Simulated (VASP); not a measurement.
Write the native input for VASP 6.6.1 that does the following.

```yaml
Task: single point
Functional: PBE
Potentials_or_basis: VASP PAW PBE potentials, release 64 (P, C)
Cutoff: 520 eV
k_mesh: 4 × 4 × 6
Occupations: gaussian, width 0.1 eV
Spin: no spin polarisation
Dipole_correction: no
Further_INCAR_settings: ALGO = Normal; EDIFF = 1e-06; NBANDS = 22
```

The structure of PC2 lies in POSCAR:

```
PC2
1.0
    3.7321717503      0.0000000000      0.0000000000
    0.0000000000      4.5942463614      0.0000000000
    0.0000000000      0.0000000000      2.8496839153
P C
2 4
Direct
    0.0000000000      0.0000000000      0.0000000000
    0.5000000000      0.5000000000      0.5000000000
    0.1497632248      0.4069387649      0.0000000000
    0.8502367752      0.5930612351      0.0000000000
    0.6497632248      0.0930612351      0.5000000000
    0.3502367752      0.9069387649      0.5000000000
```

These files were run (other wordings do the same):

INCAR

```
PREC = Accurate ; ENCUT = 520
EDIFF = 1E-6 ; ISMEAR = 0
SIGMA = 0.1 ; LREAL = False
LASPH = True ; NELM = 100
ALGO = Normal ; ISIF = 2
LWAVE = False ; LCHARG = False
GGA = PE ; NBANDS = 22
```

KPOINTS

```
Automatic mesh
0
Gamma
  4 4 6
```

Potentials or basis: VASP PAW PBE potentials, release 64 (P, C).

Run with:

```console
$ cat potpaw_PBE.64/P/POTCAR potpaw_PBE.64/C/POTCAR > POTCAR
$ mpirun -np 1 vasp_std > vasp.out
```

Results of the run:

- Pressure: -0.2 GPa
- Largest force: 0.073 eV/Å
- Band gap on the k mesh: zero (band 13 reaches 12.81 eV, above the bottom of band 14 at 6.93 eV)

Caveat: the k points lie up to 0.42 Å⁻¹ apart.

Wall time 18 s on 1 thread of Intel(R) Xeon(R) Platinum 8488C (Sapphire Rapids) (shared host), peak memory 0.17 GiB.
